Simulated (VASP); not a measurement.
Here is a VASP 6.6.1 calculation.

File INCAR:

```
PREC = Accurate ; ENCUT = 520
EDIFF = 1E-6 ; ISMEAR = 0
SIGMA = 0.05 ; LREAL = F
LASPH = T ; NELM = 200
ALGO = Normal ; ISIF = 2
LWAVE = F ; LCHARG = F
ISPIN = 2 ; MAGMOM = 0 0 0 0 0 0 0 0 1
LORBIT = 11 ; LDIPOL = T
IDIPOL = 3 ; DIPOL = 0.5 0.5 0.330
GGA = PE ; NBANDS = 30
GGA_COMPAT = F ; NELMDL = -8
```

KPOINTS

```
regular mesh
0
Gamma
  9 6 1
```

The input POSCAR:

```
Si4HC4
1.0
    3.0967389835      0.0000000000      0.0000000000
    0.0000000000      4.3794502696      0.0000000000
    0.0000000000      0.0000000000     20.1332068295
Si C H
4 4 1
Direct
    0.5000000000      0.5000000000      0.1986767450
    0.0000000000      0.0000000000      0.2755829977
    0.5000000000      0.4971400051      0.3554907352
    0.0000000000      0.9498903695      0.4168952500
    0.0000000000      0.2500000000      0.1986767450
    0.5000000000      0.7500000000      0.2755829977
    0.0000000000      0.2559423864      0.3541649037
    0.5000000000      0.7547379437      0.4288043580
    0.8333333333      1.4214046103      0.4650221475
```

Potentials or basis: VASP PAW PBE potentials, release 64 (Si, C, H).

The run is started by

```sh
$ cat potpaw_PBE.64/Si/POTCAR potpaw_PBE.64/C/POTCAR potpaw_PBE.64/H/POTCAR > POTCAR
$ mpirun -np 1 vasp_std > vasp.out
```

**Question.** Estimate the net moment.

**Answer.** 0.70 μB per cell.

**Question.** What does it give for the largest force?

**Answer.** 3.124 eV/Å.

Forces in eV/Å, atoms in the order of the input:
```
Si   0.070 -2.737  1.504
Si   0.022  0.459 -1.313
Si  -0.050 -0.170 -0.831
Si  -0.326  1.957  1.589
C   -0.104  1.802 -0.251
C    0.009  0.552  0.180
C    0.206 -0.431 -0.851
C    0.674 -1.237 -0.021
H   -0.501 -0.195 -0.006
```
